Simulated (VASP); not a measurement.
# Na2H5 (I4/m) in VASP: a series of runs

Na2H5 is run at these levels: PBE; tasks: single point, relaxation of cell and atoms.

All numbers are computed with VASP 6.6.1; they aren't measurements. Logs are shortened: lines on timing, memory, paths and dates and some standing lists are left out, and cuts for length are marked.

### 1 The cell of the first run

The structure is tetragonal, space group I4/m (No. 87). Conventional cell: a = 7.042 Å, b = 7.042 Å, c = 5.553 Å, α = 90.00°, β = 90.00°, γ = 90.00°. Within 3.4 Å of Na (site symmetry -4) lie 4 H at 2.56 Å and 2 Na at 2.78 Å. H (site symmetry m) has 1 H at 1.43 Å within 1.9 Å. Within 1.9 Å of H (site symmetry 4/m) lie 4 H at 1.43 Å.

The cell was generated, and may not be a known phase.

### 2 Single point, PBE

File INCAR:

```
SYSTEM = Na2H5
PREC     = Accurate       ! precision mode
ENCUT    = 520            ! plane-wave cutoff, eV
EDIFF    = 1E-6           ! SCF threshold, eV
ISMEAR   = 0              ! smearing method
SIGMA    = 0.1            ! smearing width, eV
LREAL    = .FALSE.        ! projectors in reciprocal space
LASPH    = .TRUE.         ! aspherical terms in the spheres
NELM     = 60             ! most SCF steps
ALGO     = Normal         ! electronic algorithm
ISIF     = 2              ! what is computed and relaxed
LWAVE    = .FALSE.        ! write WAVECAR
LCHARG   = .FALSE.        ! write CHGCAR
GGA      = PE             ! functional
NBANDS   = 18             ! bands
```

File KPOINTS:

```
Automatic mesh
0
G
  4 4 4
  0 0 0
```

File POSCAR:

```
Na2H5
1.0
   -3.5207724000      3.5207724000      2.7765826100
    3.5207724000     -3.5207724000      2.7765826100
    3.5207724000      3.5207724000     -2.7765826100
Na H
2 5
Direct
    0.7500000000      0.2500000000      0.5000000000
    0.2500000000      0.7500000000      0.5000000000
    0.8013764300      0.0448691500      0.8462455800
    0.1986235700      0.9551308500      0.1537544200
    0.0448691500      0.1986235700      0.2434927200
    0.9551308500      0.8013764300      0.7565072800
    0.0000000000      0.0000000000      0.0000000000
```

Potentials or basis: VASP PAW PBE potentials, release 64 (Na_pv, H).

Command:

```bash
> cat potpaw_PBE.64/Na_pv/POTCAR potpaw_PBE.64/H/POTCAR > POTCAR
> mpirun -np 1 vasp_std > vasp.out
```

OUTCAR:

```text
SYSTEM = Na2H5
   PREC = Accurate
   ENCUT = 520
   EDIFF = 1E-6
   ISMEAR = 0
   LREAL = .FALSE.
   LASPH = .TRUE.
   NELM = 60
   ISIF = 2
   GGA = PE

 ion  position               nearest neighbor table
   1  0.750  0.250  0.500-   2 2.78   2 2.78
   2  0.250  0.750  0.500-   1 2.78   1 2.78
   3  0.801  0.045  0.846-
   4  0.199  0.955  0.154-
   5  0.045  0.199  0.243-
   6  0.955  0.801  0.757-
   7  0.000  0.000  0.000-

  LATTYP: Found a body centered tetragonal cell.
 ALAT       =     7.0415448000
 C/A-ratio  =     0.7886288276

  Lattice vectors:

 A1 = (  -3.5207724000,   3.5207724000,   2.7765826100)
 A2 = (   3.5207724000,  -3.5207724000,   2.7765826100)
 A3 = (   3.5207724000,   3.5207724000,  -2.7765826100)

Analysis of symmetry for initial positions (statically):
=====================================================================
 Subroutine PRICEL returns:
 Original cell was already a primitive cell.

 Routine SETGRP: Setting up the symmetry group for a
 body centered tetragonal supercell.

 Subroutine GETGRP returns: Found  8 space group operations
 (whereof  8 operations were pure point group operations)
 out of a pool of 16 trial point group operations.

The static configuration has the point symmetry C_4h.

Analysis of symmetry for dynamics (positions and initial velocities):
=====================================================================
 Subroutine PRICEL returns:
 Original cell was already a primitive cell.

 Routine SETGRP: Setting up the symmetry group for a
 body centered tetragonal supercell.

 Subroutine GETGRP returns: Found  8 space group operations
 (whereof  8 operations were pure point group operations)
 out of a pool of 16 trial point group operations.

The dynamic configuration has the point symmetry C_4h.

 Subroutine INISYM returns: Found  8 space group operations
 (whereof  8 operations are pure point group operations),
 and found     1 'primitive' translations

----------------------------------------------------------------------------------------

                                     Primitive cell

  volume of cell :     137.6723

  direct lattice vectors                    reciprocal lattice vectors
    -3.520772400  3.520772400  2.776582610     0.000000000  0.142014292  0.180077480
     3.520772400 -3.520772400  2.776582610     0.142014292  0.000000000  0.180077480
     3.520772400  3.520772400 -2.776582610     0.142014292  0.142014292  0.000000000

  length of vectors
     5.700972511  5.700972511  5.700972511     0.229338087  0.229338087  0.200838538

  position of ions in fractional coordinates (direct lattice)
     0.750000000  0.250000000  0.500000000
     0.250000000  0.750000000  0.500000000
     0.801376430  0.044869150  0.846245580
     0.198623570  0.955130850  0.153754420
     0.044869150  0.198623570  0.243492720
     0.955130850  0.801376430  0.756507280
     0.000000000  0.000000000  0.000000000

  ion indices of the primitive-cell ions
   primitive index   ion index
                 1           1
                 2           2
                 3           3
                 4           4
                 5           5
                 6           6
                 7           7

----------------------------------------------------------------------------------------

 KPOINTS: Automatic mesh

Automatic generation of k-mesh.
 Grid dimensions read from file:
 generate k-points for:    4    4    4

 Generating k-lattice:

  Cartesian coordinates                     Fractional coordinates (reciprocal lattice)
     0.000000000  0.035503573  0.045019370     0.250000000  0.000000000  0.000000000
     0.035503573  0.000000000  0.045019370     0.000000000  0.250000000  0.000000000
     0.035503573  0.035503573  0.000000000     0.000000000  0.000000000  0.250000000

  Length of vectors
     0.057334522  0.057334522  0.050209634

  Shift w.r.t. Gamma in fractional coordinates (k-lattice)
     0.000000000  0.000000000  0.000000000

 Subroutine IBZKPT returns following result:
 ===========================================

 Found     14 irreducible k-points:

 Following reciprocal coordinates:
            Coordinates               Weight
  0.000000  0.000000  0.000000      1.000000
  0.250000  0.000000 -0.000000      8.000000
  0.500000  0.000000 -0.000000      4.000000
  0.250000  0.250000 -0.000000      8.000000
  0.500000  0.250000  0.000000      8.000000
 -0.250000  0.500000 -0.000000      8.000000
 -0.250000  0.250000  0.000000      4.000000
  0.500000  0.500000 -0.000000      2.000000
  0.250000  0.250000  0.250000      2.000000
 -0.250000  0.250000  0.250000      4.000000
  0.500000  0.500000  0.250000      4.000000
 -0.250000  0.500000  0.250000      8.000000
 -0.250000 -0.250000  0.250000      2.000000
  0.500000  0.500000  0.500000      1.000000
   k-points           NKPTS =     14   k-points in BZ     NKDIM =     14   number of bands    NBANDS=     18
   number of dos      NEDOS =    301   number of ions     NIONS =      7
   total plane-waves  NPLWV =  74088
   dimension x,y,z NGX =    42 NGY =   42 NGZ =   42
   dimension x,y,z NGXF=    84 NGYF=   84 NGZF=   84
   ions per type =               2   5
   NGX,Y,Z   is equivalent  to a cutoff of  12.25, 12.25, 12.25 a.u.
   NGXF,Y,Z  is equivalent  to a cutoff of  24.50, 24.50, 24.50 a.u.
 SYSTEM =  Na2H5
   PREC   = accura    normal or accurate (medium, high low for compatibility)
   ISTART =      0    job   : 0-new  1-cont  2-samecut
   ICHARG =      2    charge: 1-file 2-atom 10-const
   ISPIN  =      1    spin polarized calculation?
   LNONCOLLINEAR =      F non collinear calculations
   LSORBIT =      F    spin-orbit coupling
   LASPH  =      T    aspherical Exc in radial PAW
   ENCUT  =  520.0 eV  38.22 Ry    6.18 a.u.  10.60 10.60 10.60*2*pi/ulx,y,z
   NELM   =     60;   NELMIN=  2; NELMDL= -5     # of ELM steps
   EDIFF  = 0.1E-05   stopping-criterion for ELM
   LREAL  =      F    real-space projection
   EDIFFG = 0.1E-04   stopping-criterion for IOM
   NSW    =      0    number of steps for IOM
   IBRION =     -1    ionic relax: 0-MD 1-quasi-New 2-CG
   NFREE  =      0    steps in history (QN), initial steepest desc. (CG)
   ISIF   =      2    stress and relaxation
   ISYM   =      2    0-nonsym 1-usesym 2-fastsym
   POTIM  = 0.5000    time-step for ionic-motion
   TEBEG  =    0.0;   TEEND  =   0.0 temperature during run
   PSTRESS=    0.0 pullay stress
   NELECT =      19.0000    total number of electrons
   NUPDOWN=      -1.0000    fix difference up-down
   EMIN   =  10.00;   EMAX   =-10.00  energy-range for DOS
   EFERMI =   0.00;   METHOD = LEGACY
   ISMEAR =     0;   SIGMA  =   0.10  broadening in eV -4-tet -1-fermi 0-gaus
   EFERMI_NEDOS =   21; number of points for ismear=-14 and -15
   IALGO  =     38    algorithm
   IMIX   =      4    mixing-type and parameters
     AMIX     =   0.40;   BMIX     =  1.00
     AMIX_MAG =   1.60;   BMIX_MAG =  1.00
  volume/ion in A,a.u.               =      19.67       132.72
  Fermi-wavevector in a.u.,A,eV,Ry     =   0.846013  1.598733  9.738214  0.715739
  Thomas-Fermi vector in A             =   1.961293
   LORBIT       =      0    0 simple, 1 ext, 2 COOP (PROOUT), +10 PAW based schemes
   GGA     = PE    functional components
   LHFCALC =     F    Hartree Fock is set to
   AEXX    =    0.0000 exact exchange contribution
   IVDW    =     0    specifies the selected vdW correction
   LEPSILON=     F    determine dielectric tensor
   LRPA    =     F    only Hartree local field effects (RPA)
 non-spin polarized calculation
 Gauss-broadening in eV      SIGMA  =   0.10
  energy-cutoff  :      520.00
  volume of cell :      137.67
 maximum number of plane-waves:      3743
   NGX = 21   NGY = 21   NGZ = 21

 number of electron      18.9999979 magnetization

 Free energy of the ion-electron system (eV)
  ---------------------------------------------------
  ext. energy  EPLUGINS =         0.00000000
  ---------------------------------------------------
  free energy    TOTEN  =       -14.47184073 eV

  energy without entropy =      -14.45330810  energy(sigma->0) =      -14.46257441

 E-fermi :  -1.2646     XC(G=0):  -5.6182

 val. band max:       -1.2928129716   @ k =   0.2500   0.2500  -0.0000
 cond. band min:      -1.2205763688   @ k =   0.2500   0.0000  -0.0000
 fundamental gap:      0.0722366028
 Fermi energy:        -1.2646319824

 k-point     1 :       0.0000    0.0000    0.0000
  band No.  band energies     occupation
      1     -26.5199      2.00000
      2     -26.2944      2.00000
      3     -26.2944      2.00000
      4     -26.2602      2.00000
      5     -26.2602      2.00000
      6     -26.2472      2.00000
[... 10 lines left out ...]
     17       4.9886      0.00000
     18       4.9887      0.00000

 k-point     2 :       0.2500    0.0000   -0.0000
  band No.  band energies     occupation
      1     -26.4807      2.00000
      2     -26.2894      2.00000
      3     -26.2894      2.00000
      4     -26.2878      2.00000
      5     -26.2652      2.00000
      6     -26.2652      2.00000
[... 10 lines left out ...]
     17       5.7491      0.00000
     18       5.8184      0.00000

 k-point     3 :       0.5000    0.0000   -0.0000
  band No.  band energies     occupation
      1     -26.3849      2.00000
      2     -26.3849      2.00000
      3     -26.2779      2.00000
      4     -26.2779      2.00000
      5     -26.2768      2.00000
      6     -26.2768      2.00000
[... 202 lines left out ...]
 k-point    13 :      -0.2500   -0.2500    0.2500
  band No.  band energies     occupation
      1     -26.3850      2.00000
      2     -26.3849      2.00000
      3     -26.2780      2.00000
      4     -26.2779      2.00000
      5     -26.2768      2.00000
      6     -26.2768      2.00000
[... 10 lines left out ...]
     17       6.2140      0.00000
     18       7.2659      0.00000

 k-point    14 :       0.5000    0.5000    0.5000
  band No.  band energies     occupation
      1     -26.5201      2.00000
      2     -26.2950      2.00000
      3     -26.2950      2.00000
      4     -26.2598      2.00000
      5     -26.2598      2.00000
      6     -26.2472      2.00000
[... 10 lines left out ...]
     17       7.4194      0.00000
     18       7.4252      0.00000

------------------------ aborting loop because EDIFF is reached ----------------------------------------

  FORCE on cell =-STRESS in cart. coord.  units (eV):
  Direction    XX          YY          ZZ          XY          YZ          ZX
  --------------------------------------------------------------------------------------
  -------------------------------------------------------------------------------------
  Total       -4.8711871     -4.8711871      2.0673323     -0.0000000      0.0000000     -0.0000000
  in kB      -56.6890134    -56.6890134     24.0588236     -0.0000000      0.0000000     -0.0000000
  external PRESSURE =     -29.7730678 kB  Pullay stress =       0.0000000 kB

 VOLUME and BASIS-vectors are now :
 -----------------------------------------------------------------------------
  energy-cutoff  :      520.00
  volume of cell :      137.67
      direct lattice vectors                 reciprocal lattice vectors
    -3.520772400  3.520772400  2.776582610     0.000000000  0.142014292  0.180077480
     3.520772400 -3.520772400  2.776582610     0.142014292  0.000000000  0.180077480
     3.520772400  3.520772400 -2.776582610     0.142014292  0.142014292  0.000000000

 POSITION                                       TOTAL-FORCE (eV/Angst)
 -----------------------------------------------------------------------------------
      0.00000      3.52077      1.38829         0.000000      0.000000      0.000000
      3.52077      0.00000      1.38829         0.000000      0.000000      0.000000
      0.31595      5.64293     -0.00000        -0.241601      0.194167     -0.000000
      3.20482     -2.12216      2.77658         0.241601     -0.194167      0.000000
      1.39862      0.31595      0.00000        -0.194167     -0.241601     -0.000000
      2.12216      3.20482      2.77658         0.194167      0.241601      0.000000
      0.00000      0.00000      0.00000         0.000000     -0.000000      0.000000
 -----------------------------------------------------------------------------------
    total drift:                               -0.000000     -0.000000      0.000000

  FREE ENERGIE OF THE ION-ELECTRON SYSTEM (eV)
  ---------------------------------------------------
  free  energy   TOTEN  =       -14.4718407304 eV

  energy  without entropy=      -14.4533080981  energy(sigma->0) =      -14.46257441
```

Wall time 37 s (1 thread of Oxide Virtual Turin-like, shared host); peak memory 0.22 GiB.

Results:

```
Free energy            : -14.4718 eV
Pressure               : -3.0 GPa
Largest force          : 0.310 eV/Å
Band gap on the k mesh : zero (an odd number of electrons rules out a gap without spin polarisation)
```

Forces on the atoms (eV/Å):
```
Na   0.000  0.000  0.000
Na   0.000  0.000  0.000
H   -0.242  0.194  0.000
H    0.242 -0.194  0.000
H   -0.194 -0.242  0.000
H    0.194  0.242  0.000
H    0.000  0.000  0.000
```

Stress tensor (GPa, compression positive):
```
-5.67  0.00  0.00
 0.00 -5.67  0.00
 0.00  0.00  2.41
```

Caveat: the k points lie up to 0.36 Å⁻¹ apart, too coarse for converged energies and pressures of a metal; an odd number of electrons without spin polarisation forces a metal; a magnetic or distorted state may lie lower.

### 3 Relaxation of cell and atoms, PBE

File INCAR:

```
SYSTEM = Na2H5
ALGO = Normal
EDIFF = 1E-6
EDIFFG = -0.04
ENCUT = 600
GGA = PE
IBRION = 2
ISIF = 3
ISMEAR = 0
LASPH = .TRUE.
LCHARG = .FALSE.
LREAL = .FALSE.
LWAVE = .FALSE.
NELM = 80
NSW = 90
PREC = Accurate
SIGMA = 0.1
```

File KPOINTS:

```
k-points
0
G
  4 4 4
  0 0 0
```

POSCAR is that of step 2.

Potentials or basis: VASP PAW PBE potentials, release 64 (Na_pv, H).

Command:

```bash
> cat potpaw_PBE.64/Na_pv/POTCAR potpaw_PBE.64/H/POTCAR > POTCAR
> mpirun -np 1 vasp_std > vasp.out
```

Run time: 8.6 min. Hardware: 1 thread of Oxide Virtual Turin-like, shared host; peak memory 0.3 GiB.

It converged, with:

```yaml
Free_energy: -15.7749 eV
Relaxed_volume: 14.58 Å³/atom
Relaxed_cell: a = 5.150 Å, b = 5.150 Å, c = 5.150 Å, α = 115.50°, β = 115.50°, γ = 98.00°
Space_group_after_relaxing_to_0.1_Å: I4/m (No. 87)
Energy_gained_by_relaxing: 186.1 meV/atom
Ionic_steps: 17
Pressure_after_relaxing: -0.1 GPa
Largest_force_after_relaxing: 0.028 eV/Å
Band_gap_on_the_k_mesh: zero (an odd number of electrons rules out a gap without spin polarisation)
```

Forces on the atoms (eV/Å):
```
Na   0.000  0.000  0.000
Na   0.000  0.000  0.000
H   -0.026 -0.008  0.000
H    0.026  0.008  0.000
H    0.008 -0.026  0.000
H   -0.008  0.026  0.000
H    0.000  0.000  0.000
```

Stress tensor (GPa, compression positive):
```
 0.07  0.00  0.00
 0.00  0.07  0.00
 0.00  0.00 -0.39
```

The path:
| step | energy change (eV) | largest force (eV/Å) | pressure (GPa) | volume (Å³) |
| --- | --- | --- | --- | --- |
| 1 | 0.0000 | 0.3109 | -2.94 | 137.67 |
| 2 | -0.3454 | 0.2418 | -2.50 | 130.51 |
| 3 | -0.8926 | 0.1454 | -1.27 | 115.77 |
| 4 | -0.9368 | 0.6444 | 4.13 | 87.48 |
| 5 | -1.1052 | 0.2964 | 1.32 | 99.77 |
| 6 | -1.1065 | 0.2960 | 1.22 | 100.51 |
| 7 | -1.1704 | 0.2528 | 0.77 | 102.32 |
| 8 | -1.2578 | 0.1096 | -0.53 | 107.52 |
| 9 | -1.2589 | 0.1024 | -0.64 | 108.01 |
| 10 | -1.2750 | 0.0912 | -0.41 | 105.71 |
| 11 | -1.2935 | 0.0540 | 0.17 | 100.61 |
| 12 | -1.2939 | 0.0445 | 0.32 | 99.62 |
| 13 | -1.2970 | 0.0432 | 0.10 | 100.37 |
| 14 | -1.2971 | 0.0507 | 0.05 | 100.54 |
| 15 | -1.2993 | 0.0404 | -0.03 | 101.08 |
| 16 | -1.3011 | 0.0301 | -0.16 | 102.14 |
| 17 | -1.3026 | 0.0275 | -0.08 | 102.06 |

Final structure:
```
Na H
1.0
    -2.74805    2.74805    3.37855
     2.74805   -2.74805    3.37855
     2.74805    2.74805   -3.37855
Na H
2 5
Direct
  0.75000 0.25000 0.50000
  0.25000 0.75000 0.50000
  0.77362 0.01840 0.79202
  0.22638 0.98160 0.20798
  0.01840 0.22638 0.24478
  0.98160 0.77362 0.75522
  0.00000 0.00000 0.00000
```

Levels at points of the mesh, in eV from the Fermi level:
| k point | band 6 | band 7 | band 8 | band 9 | band 10 | band 11 | band 12 | band 13 |
| --- | --- | --- | --- | --- | --- | --- | --- | --- |
| (0.00, 0.00, 0.00) | -24.83 | -9.36 | -2.67 | -2.67 | -0.64 | -0.22 | 4.63 | 4.92 |
| (0.50, 0.00, 0.00) | -24.86 | -9.11 | -3.96 | -2.82 | -0.40 | 1.54 | 2.22 | 3.74 |
| (0.50, 0.50, 0.00) | -24.83 | -9.01 | -4.27 | -3.32 | 0.92 | 1.69 | 2.52 | 3.20 |
| (0.50, 0.50, 0.50) | -24.83 | -9.05 | -3.06 | -3.06 | -1.23 | 0.35 | 0.81 | 5.09 |

Caveat: the k points lie up to 0.37 Å⁻¹ apart in the final cell, too coarse for converged energies and pressures of a metal; the volume moved by over 15 % at a fixed basis, so the end points are rough; an odd number of electrons without spin polarisation forces a metal; a magnetic or distorted state may lie lower.

The gap in the log of VASP goes by the Fermi energy; the results here count the filled bands.